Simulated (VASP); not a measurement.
# Ir (P6/mmm) in VASP: a series of runs, part 2 of 2

VASP 6.6.1. The steps go on from the part before.

### Step 3. Single point, PBE, collinear spin

This run uses another cell than the first one, of 14.96 Å³/atom.

Input file INCAR:

```
PREC = Accurate
ENCUT = 520
EDIFF = 1E-6
ISMEAR = -1
SIGMA = 0.05
LREAL = False
LASPH = True
NELM = 150
ALGO = Normal
ISIF = 2
LWAVE = False
LCHARG = True
ISPIN = 2
MAGMOM = 1 1 1
LORBIT = 11
LMAXMIX = 4
GGA = PE
LELF = True
LVHAR = True
NBANDS = 24
```

Input file KPOINTS:

```
regular mesh
0
Gamma
  9 9 12
```

Input file POSCAR:

```
Ir
1.0
    4.3787963392      0.0000000000      0.0000000000
   -2.1893981696      3.7921488678      0.0000000000
    0.0000000000      0.0000000000      2.7022485971
Ir
3
Direct
    1.0000000000      0.0000000000      0.0000000000
    0.3333333333      0.6666666667      0.5000000000
    0.6666666667      0.3333333333      0.5000000000
```

Potentials or basis: VASP PAW PBE potentials, release 64 (Ir).

The run is started by

```sh
> cat potpaw_PBE.64/Ir/POTCAR > POTCAR
> mpirun -np 1 vasp_std > vasp.out
```

OUTCAR:

```text
PREC = Accurate
   ENCUT = 520
   EDIFF = 1E-6
   ISMEAR = -1
   LREAL = False
   LASPH = True
   NELM = 150
   ISIF = 2
   ISPIN = 2
   LORBIT = 11
   GGA = PE

 ion  position               nearest neighbor table
   1  0.000  0.000  0.000-   2 2.87   3 2.87   2 2.87   3 2.87   3 2.87   3 2.87   2 2.87   2 2.87
                             3 2.87   3 2.87   2 2.87   2 2.87
   2  0.333  0.667  0.500-   3 2.53   3 2.53   3 2.53   1 2.87   1 2.87   1 2.87   1 2.87   1 2.87
                             1 2.87
   3  0.667  0.333  0.500-   2 2.53   2 2.53   2 2.53   1 2.87   1 2.87   1 2.87   1 2.87   1 2.87
                             1 2.87

  LATTYP: Found a hexagonal cell.
 ALAT       =     4.3787963392
[... 1523 lines left out ...]
      direct lattice vectors                 reciprocal lattice vectors
     4.378796339  0.000000000  0.000000000     0.228373261  0.131851364  0.000000000
    -2.189398170  3.792148868  0.000000000     0.000000000  0.263702728  0.000000000
     0.000000000  0.000000000  2.702248597     0.000000000  0.000000000  0.370062178

 POSITION                                       TOTAL-FORCE (eV/Angst)
 -----------------------------------------------------------------------------------
      0.00000      0.00000      0.00000        -0.000000      0.000000      0.000000
     -0.00000      2.52810      1.35112        -0.000000      0.000000      0.000000
      2.18940      1.26405      1.35112         0.000000      0.000000      0.000000
 -----------------------------------------------------------------------------------
    total drift:                                0.000000      0.000000     -0.000000

  FREE ENERGIE OF THE ION-ELECTRON SYSTEM (eV)
  ---------------------------------------------------
  free  energy   TOTEN  =       -25.5734008749 eV

  energy  without entropy=      -25.5302963814  energy(sigma->0) =      -25.55184863

 total charge

# of ion       s       p       d       tot
------------------------------------------
    1        0.609   0.620   6.905   8.135
    2        0.684   0.695   6.965   8.344
    3        0.684   0.695   6.965   8.344
--------------------------------------------------
tot          1.977   2.010  20.835  24.822

 magnetization (x)

# of ion       s       p       d       tot
------------------------------------------
    1        0.000  -0.000   0.000   0.000
    2        0.000   0.000   0.000   0.000
    3        0.000   0.000   0.000   0.000
--------------------------------------------------
tot          0.000   0.000   0.000   0.000
```

OSZICAR:

```text
N       E                     dE             d eps       ncg     rms          rms(c)
DAV:   1     0.253035408283E+03    0.25304E+03   -0.11988E+04  8080   0.112E+03
DAV:   2    -0.186077182173E+02   -0.27164E+03   -0.24995E+03  8064   0.333E+02
DAV:   3    -0.267941175113E+02   -0.81864E+01   -0.79838E+01 10192   0.700E+01
DAV:   4    -0.269107968742E+02   -0.11668E+00   -0.11662E+00  9464   0.694E+00
DAV:   5    -0.269142501704E+02   -0.34533E-02   -0.34532E-02 10456   0.126E+00    0.243E+01
DAV:   6    -0.258339528416E+02    0.10803E+01   -0.21212E+00  9936   0.144E+01    0.105E+01
DAV:   7    -0.260438813939E+02   -0.20993E+00   -0.33207E+00 10872   0.163E+01    0.803E+00
DAV:   8    -0.255903704519E+02    0.45351E+00   -0.27427E+00 11056   0.128E+01    0.280E+00
DAV:   9    -0.255783230764E+02    0.12047E-01   -0.57587E-02 10040   0.220E+00    0.122E+00
DAV:  10    -0.255734781009E+02    0.48450E-02   -0.98472E-03  9864   0.909E-01    0.205E-01
DAV:  11    -0.255733944423E+02    0.83659E-04   -0.79188E-04 10368   0.280E-01    0.504E-02
DAV:  12    -0.255733960652E+02   -0.16228E-05   -0.45359E-05 12000   0.492E-02    0.261E-02
DAV:  13    -0.255733984434E+02   -0.23782E-05   -0.30233E-06  9656   0.149E-02    0.819E-03
DAV:  14    -0.255734005885E+02   -0.21451E-05   -0.82037E-07  6248   0.688E-03    0.317E-03
DAV:  15    -0.255734008749E+02   -0.28633E-06   -0.12343E-07  5680   0.324E-03
   1 F= -.25573401E+02 E0= -.25551849E+02  d E =-.431045E-01  mag=     0.0002
```

stdout:

```text
POSCAR found type information on POSCAR Ir
 POSCAR found :  1 types and       3 ions
 scaLAPACK will be used
 LDA part: xc-table for (Slater+PW92), standard interpolation
 POSCAR, INCAR and KPOINTS ok, starting setup
 FFT: planning ... GRIDC
 FFT: planning ... GRID_SOFT
 FFT: planning ... GRID
 WAVECAR not read
 entering main loop
```

Run time: 96 s. Hardware: 1 thread of Intel Xeon Platinum 8488C (Sapphire Rapids), shared host; peak memory 0.27 GiB.

Results:

```yaml
Free_energy: -25.5734 eV
Pressure: 0.4 GPa
Net_moment: 0.00 μB per cell
Valence_electrons_inside_the_program's_atomic_spheres: Ir 8.13, 8.34 (each value once)
```

Caveat: spin-orbit coupling is left out, which moves the levels of the heavy elements.

### Step 4. Single point, PBE, collinear spin (13.16 Å³/atom)

This run uses another cell than the first one, of 13.16 Å³/atom.

Input file INCAR:

```
  ALGO = Normal
  EDIFF = 1E-6
  ENCUT = 520
  GGA = PE
  ISIF = 2
  ISMEAR = -1
  ISPIN = 2
  LASPH = True
  LCHARG = False
  LMAXMIX = 4
  LORBIT = 11
  LREAL = False
  LWAVE = False
  MAGMOM = 1 1 1
  NBANDS = 24
  NELM = 150
  PREC = Accurate
  SIGMA = 0.05
```

Input file KPOINTS:

```
k-points
0
Gamma
  11 11 15
```

Input file POSCAR:

```
Ir
1.0
    4.1961303459      0.0000000000      0.0000000000
   -2.0980651729      3.6339554772      0.0000000000
    0.0000000000      0.0000000000      2.5895215174
Ir
3
Direct
    1.0000000000      0.0000000000      0.0000000000
    0.3333333333      0.6666666667      0.5000000000
    0.6666666667      0.3333333333      0.5000000000
```

Potentials or basis: VASP PAW PBE potentials, release 64 (Ir).

The run is started by

```sh
> cat potpaw_PBE.64/Ir/POTCAR > POTCAR
> mpirun -np 1 vasp_std > vasp.out
```

OUTCAR:

```text
EDIFF = 1E-6
   ENCUT = 520
   GGA = PE
   ISIF = 2
   ISMEAR = -1
   ISPIN = 2
   LASPH = True
   LORBIT = 11
   LREAL = False
   NELM = 150
   PREC = Accurate

 ion  position               nearest neighbor table
   1  0.000  0.000  0.000-   2 2.75   3 2.75   2 2.75   3 2.75   3 2.75   3 2.75   2 2.75   2 2.75
                             3 2.75   3 2.75   2 2.75   2 2.75
   2  0.333  0.667  0.500-   3 2.42   3 2.42   3 2.42   1 2.75   1 2.75   1 2.75   1 2.75   1 2.75
                             1 2.75
   3  0.667  0.333  0.500-   2 2.42   2 2.42   2 2.42   1 2.75   1 2.75   1 2.75   1 2.75   1 2.75
                             1 2.75

  LATTYP: Found a hexagonal cell.
 ALAT       =     4.1961303459
 C/A-ratio  =     0.6171213246

  Lattice vectors:

 A1 = (   4.1961303459,   0.0000000000,   0.0000000000)
 A2 = (  -2.0980651729,   3.6339554772,   0.0000000000)
 A3 = (   0.0000000000,   0.0000000000,   2.5895215174)

Analysis of symmetry for initial positions (statically):
=====================================================================
 Subroutine PRICEL returns:
 Original cell was already a primitive cell.

 Routine SETGRP: Setting up the symmetry group for a
 hexagonal supercell.

 Subroutine GETGRP returns: Found 24 space group operations
 (whereof 24 operations were pure point group operations)
 out of a pool of 24 trial point group operations.

The static configuration has the point symmetry D_6h.

Analysis of symmetry for dynamics (positions and initial velocities):
=====================================================================
 Subroutine PRICEL returns:
 Original cell was already a primitive cell.

 Routine SETGRP: Setting up the symmetry group for a
 hexagonal supercell.

 Subroutine GETGRP returns: Found 24 space group operations
 (whereof 24 operations were pure point group operations)
 out of a pool of 24 trial point group operations.

The dynamic configuration has the point symmetry D_6h.

Analysis of structural, dynamic, and magnetic symmetry:
=====================================================================
 Subroutine PRICEL returns:
 Original cell was already a primitive cell.

 Routine SETGRP: Setting up the symmetry group for a
 hexagonal supercell.

 Subroutine GETGRP returns: Found 24 space group operations
 (whereof 24 operations were pure point group operations)
 out of a pool of 24 trial point group operations.

The overall configuration has the point symmetry D_6h.

 Subroutine INISYM returns: Found 24 space group operations
 (whereof 24 operations are pure point group operations),
 and found     1 'primitive' translations

----------------------------------------------------------------------------------------

                                     Primitive cell

  volume of cell :      39.4865

  direct lattice vectors                    reciprocal lattice vectors
     4.196130346  0.000000000  0.000000000     0.238314809  0.137591119  0.000000000
    -2.098065173  3.633955477  0.000000000     0.000000000  0.275182238  0.000000000
     0.000000000  0.000000000  2.589521517     0.000000000  0.000000000  0.386171728

  length of vectors
     4.196130346  4.196130346  2.589521517     0.275182238  0.275182238  0.386171728

  position of ions in fractional coordinates (direct lattice)
[... 79 lines left out ...]
   ENCUT  =  520.0 eV  38.22 Ry    6.18 a.u.   7.80  7.80  4.81*2*pi/ulx,y,z
   NELM   =    150;   NELMIN=  2; NELMDL= -5     # of ELM steps
   EDIFF  = 0.1E-05   stopping-criterion for ELM
   LREAL  =      F    real-space projection
   EDIFFG = 0.1E-04   stopping-criterion for IOM
   NSW    =      0    number of steps for IOM
   IBRION =     -1    ionic relax: 0-MD 1-quasi-New 2-CG
   NFREE  =      0    steps in history (QN), initial steepest desc. (CG)
   ISIF   =      2    stress and relaxation
   ISYM   =      2    0-nonsym 1-usesym 2-fastsym
   POTIM  = 0.5000    time-step for ionic-motion
   TEBEG  =    0.0;   TEEND  =   0.0 temperature during run
   PSTRESS=    0.0 pullay stress
   NELECT =      27.0000    total number of electrons
   NUPDOWN=      -1.0000    fix difference up-down
   EMIN   =  10.00;   EMAX   =-10.00  energy-range for DOS
   EFERMI =   0.00;   METHOD = LEGACY
   ISMEAR =    -1;   SIGMA  =   0.05  broadening in eV -4-tet -1-fermi 0-gaus
   EFERMI_NEDOS =   21; number of points for ismear=-14 and -15
   IALGO  =     38    algorithm
   IMIX   =      4    mixing-type and parameters
     AMIX     =   0.40;   BMIX     =  1.00
     AMIX_MAG =   1.60;   BMIX_MAG =  1.00
  volume/ion in A,a.u.               =      13.16        88.82
  Fermi-wavevector in a.u.,A,eV,Ry     =   1.442270  2.725496 28.302080  2.080144
  Thomas-Fermi vector in A             =   2.560809
   LORBIT       =     11    0 simple, 1 ext, 2 COOP (PROOUT), +10 PAW based schemes
   GGA     = PE    functional components
   LHFCALC =     F    Hartree Fock is set to
   AEXX    =    0.0000 exact exchange contribution
   IVDW    =     0    specifies the selected vdW correction
   LEPSILON=     F    determine dielectric tensor
   LRPA    =     F    only Hartree local field effects (RPA)
 spin polarized calculation
  energy-cutoff  :      520.00
  volume of cell :       39.49
 maximum number of plane-waves:      1083
 NGX is ok and might be reduce to    32
   NGX = 15   NGY = 15   NGZ =  9

 number of electron      26.9999998 magnetization      -0.0003348

 number of electron      26.9999998 magnetization       0.0004846

 Free energy of the ion-electron system (eV)
  ---------------------------------------------------
  ext. energy  EPLUGINS =         0.00000000
  ---------------------------------------------------
  free energy    TOTEN  =       -24.70821917 eV

  energy without entropy =      -24.67450313  energy(sigma->0) =      -24.69136115

 E-fermi :  11.7103     XC(G=0): -14.4012

 val. band max:       11.7014056307   @ k =   0.2727   0.1818   0.1333
 cond. band min:      11.7122200157   @ k =   0.3636  -0.0000   0.0667
 fundamental gap:      0.0108143850
 Fermi energy:        11.7102966712

 spin component 1

 k-point     1 :       0.0000    0.0000    0.0000
  band No.  band energies     occupation
      1      -0.1982      1.00000
      2       3.4569      1.00000
      3       6.1753      1.00000
      4       6.4765      1.00000
      5       6.4765      1.00000
      6       6.5085      1.00000
[... 637 lines left out ...]
     23      26.3218      0.00000
     24      28.1664      0.00000

 [... further k-points ...]

 spin component 2

 k-point     1 :       0.0000    0.0000    0.0000
  band No.  band energies     occupation
      1      -0.1982      1.00000
      2       3.4570      1.00000
      3       6.1753      1.00000
      4       6.4765      1.00000
      5       6.4765      1.00000
      6       6.5085      1.00000
[... 637 lines left out ...]
     23      26.3218      0.00000
     24      28.1665      0.00000

 [... further k-points ...]

------------------------ aborting loop because EDIFF is reached ----------------------------------------

  FORCE on cell =-STRESS in cart. coord.  units (eV):
  Direction    XX          YY          ZZ          XY          YZ          ZX
  --------------------------------------------------------------------------------------
  -------------------------------------------------------------------------------------
  Total       14.8521206     14.8521206     13.2166062      0.0000000      0.0000000      0.0000000
  in kB      602.6302827    602.6302828    536.2686819      0.0000000      0.0000000      0.0000000
  external PRESSURE =     580.5097491 kB  Pullay stress =       0.0000000 kB

 VOLUME and BASIS-vectors are now :
 -----------------------------------------------------------------------------
  energy-cutoff  :      520.00
  volume of cell :       39.49
      direct lattice vectors                 reciprocal lattice vectors
     4.196130346  0.000000000  0.000000000     0.238314809  0.137591119  0.000000000
    -2.098065173  3.633955477  0.000000000     0.000000000  0.275182238  0.000000000
     0.000000000  0.000000000  2.589521517     0.000000000  0.000000000  0.386171728

 POSITION                                       TOTAL-FORCE (eV/Angst)
 -----------------------------------------------------------------------------------
      0.00000      0.00000      0.00000        -0.000000      0.000000      0.000000
     -0.00000      2.42264      1.29476         0.000000     -0.000000      0.000000
      2.09807      1.21132      1.29476        -0.000000      0.000000     -0.000000
 -----------------------------------------------------------------------------------
    total drift:                               -0.000000      0.000000      0.000000

  FREE ENERGIE OF THE ION-ELECTRON SYSTEM (eV)
  ---------------------------------------------------
  free  energy   TOTEN  =       -24.7082191716 eV

  energy  without entropy=      -24.6745031306  energy(sigma->0) =      -24.69136115

 total charge

# of ion       s       p       d       tot
------------------------------------------
    1        0.682   0.789   7.089   8.560
    2        0.761   0.871   7.184   8.816
    3        0.761   0.871   7.184   8.816
--------------------------------------------------
tot          2.204   2.531  21.458  26.192

 magnetization (x)

# of ion       s       p       d       tot
------------------------------------------
    1        0.000  -0.000   0.000   0.000
    2        0.000   0.000   0.000   0.000
    3        0.000   0.000   0.000   0.000
--------------------------------------------------
tot          0.000  -0.000   0.000   0.000
```

OSZICAR:

```text
N       E                     dE             d eps       ncg     rms          rms(c)
DAV:   1     0.266008154817E+03    0.26601E+03   -0.12062E+04 12312   0.114E+03
DAV:   2    -0.177312310497E+02   -0.28374E+03   -0.26288E+03 12304   0.346E+02
DAV:   3    -0.257130176841E+02   -0.79818E+01   -0.78320E+01 15384   0.715E+01
DAV:   4    -0.258287594392E+02   -0.11574E+00   -0.11569E+00 14688   0.700E+00
DAV:   5    -0.258322544653E+02   -0.34950E-02   -0.34949E-02 15848   0.129E+00    0.344E+01
DAV:   6    -0.250224156345E+02    0.80984E+00   -0.14447E+00 15144   0.122E+01    0.163E+01
DAV:   7    -0.250552642010E+02   -0.32849E-01   -0.25284E+00 16536   0.160E+01    0.819E+00
DAV:   8    -0.247350601483E+02    0.32020E+00   -0.23006E+00 16696   0.133E+01    0.305E+00
DAV:   9    -0.247139499954E+02    0.21110E-01   -0.83677E-02 16640   0.300E+00    0.101E+00
DAV:  10    -0.247082779723E+02    0.56720E-02   -0.10779E-02 15288   0.101E+00    0.169E-01
DAV:  11    -0.247082117166E+02    0.66256E-04   -0.60884E-04 15800   0.270E-01    0.662E-02
DAV:  12    -0.247082140190E+02   -0.23024E-05   -0.34467E-05 18232   0.455E-02    0.328E-02
DAV:  13    -0.247082177320E+02   -0.37131E-05   -0.32311E-06 14456   0.143E-02    0.992E-03
DAV:  14    -0.247082189527E+02   -0.12207E-05   -0.42377E-07  9376   0.576E-03    0.302E-03
DAV:  15    -0.247082191716E+02   -0.21889E-06   -0.66425E-08  8592   0.223E-03
   1 F= -.24708219E+02 E0= -.24691361E+02  d E =-.337160E-01  mag=     0.0001
```

stdout:

```text
POSCAR found type information on POSCAR Ir
 POSCAR found :  1 types and       3 ions
 scaLAPACK will be used
 LDA part: xc-table for (Slater+PW92), standard interpolation
 POSCAR, INCAR and KPOINTS ok, starting setup
 FFT: planning ... GRIDC
 FFT: planning ... GRID_SOFT
 FFT: planning ... GRID
 WAVECAR not read
 entering main loop
```

Wall time 1.7 min (1 thread of Intel Xeon Platinum 8488C (Sapphire Rapids), shared host); peak memory 0.28 GiB.

Results:

| Quantity | Value |
| --- | --- |
| Free energy | -24.7082 eV |
| Pressure | 58.1 GPa |
| Net moment | 0.00 μB per cell |
| Valence electrons inside the program's atomic spheres | Ir 8.56, 8.82 (each value once) |

Levels at points of the mesh, in eV from the Fermi level:
Spin up:
| k point | band 10 | band 11 | band 12 | band 13 | band 14 | band 15 | band 16 | band 17 | band 18 | band 19 |
| --- | --- | --- | --- | --- | --- | --- | --- | --- | --- | --- |
| (0.00, 0.00, 0.00) | -3.57 | -2.43 | -2.43 | -2.38 | -2.38 | 1.44 | 1.44 | 6.88 | 8.25 | 9.33 |
Spin down:
```csv
k point,band 12,band 13,band 14,band 15,band 16,band 17
"(0.00, 0.00, 0.00)",-2.43,-2.38,-2.38,1.44,1.44,6.88
```

Caveat: the stress differs along the axes, from 54 to 60 GPa; spin-orbit coupling is left out, which moves the levels of the heavy elements.

### Step 5. Single point, PBE, collinear spin (13.76 Å³/atom)

This run uses another cell than the first one, of 13.76 Å³/atom.

Input file INCAR:

```
SYSTEM = Ir
PREC = Accurate ; ENCUT = 520
EDIFF = 1E-6 ; ISMEAR = -1
SIGMA = 0.05 ; LREAL = .FALSE.
LASPH = .TRUE. ; NELM = 150
ALGO = Normal ; ISIF = 2
LWAVE = .FALSE. ; LCHARG = .FALSE.
ISPIN = 2 ; MAGMOM = 1 1 1
LORBIT = 11 ; LMAXMIX = 4
GGA = PE ; NBANDS = 24
```

Input file KPOINTS:

```
regular mesh
0
G
  11 11 15
  0 0 0
```

Input file POSCAR:

```
Ir
1.0
    4.2587683918      0.0000000000      0.0000000000
   -2.1293841959      3.6882016162      0.0000000000
    0.0000000000      0.0000000000      2.6281767912
Ir
3
Direct
    1.0000000000      0.0000000000      0.0000000000
    0.3333333333      0.6666666667      0.5000000000
    0.6666666667      0.3333333333      0.5000000000
```

The run is started by

```sh
> cat potpaw_PBE.64/Ir/POTCAR > POTCAR
> mpirun -np 1 vasp_std > vasp.out
```

It took 1.7 min on 1 thread of Intel Xeon Platinum 8488C (Sapphire Rapids), shared host; peak memory 0.29 GiB.

Results (log left out):

* Free energy: -25.2194 eV
* Pressure: 34.0 GPa
* Net moment: 0.00 μB per cell
* Valence electrons inside the program's atomic spheres: Ir 8.40, 8.64 (each value once)

Stress tensor (GPa, compression positive):
```
35.43  0.00  0.00
 0.00 35.43  0.00
 0.00  0.00 31.23
```

Levels at points of the mesh, in eV from the Fermi level:
Spin up:
```tsv
k point	band 12	band 13	band 14	band 15	band 16	band 17
(0.00, 0.00, 0.00)	-2.26	-2.21	-2.21	1.32	1.32	6.54
```
Spin down:
```tsv
k point	band 12	band 13	band 14	band 15	band 16	band 17
(0.00, 0.00, 0.00)	-2.26	-2.21	-2.21	1.32	1.32	6.54
```

Caveat: the cell stands under pressure; spin-orbit coupling is left out, which moves the levels of the heavy elements.

### Step 6. Summary

```csv
task,cell,k mesh,cutoff (eV),gap on the mesh (eV),pressure (GPa),moment (μB)
relaxation of cell and atoms,"relaxed from a = 4.308, b = 4.308, c = 2.641 Å, angles 90.0, 90.0, 120.0°, 3 atoms",9 × 9 × 12,600,none,0.0,0.00
single point,"a = 4.379, b = 4.379, c = 2.702 Å, angles 90.0, 90.0, 120.0°, 3 atoms",9 × 9 × 12,520,none,0.4,0.00
single point,"a = 4.196, b = 4.196, c = 2.590 Å, angles 90.0, 90.0, 120.0°, 3 atoms",11 × 11 × 15,520,none,58.1,0.00
single point,"a = 4.259, b = 4.259, c = 2.628 Å, angles 90.0, 90.0, 120.0°, 3 atoms",11 × 11 × 15,520,none,34.0,0.00
```

Alike in all rows: level PBE; potentials or basis VASP PAW PBE potentials, release 64 (Ir); spin collinear; smearing fermi-dirac 0.05 eV.

Caveats: spin-orbit coupling is left out, which moves the levels of the heavy elements; the stress differs along the axes, from 54 to 60 GPa (at least some runs); the cell stands under pressure (at least some runs).

Total energies depend on the potentials used, so only differences within one code and one set of settings carry meaning.
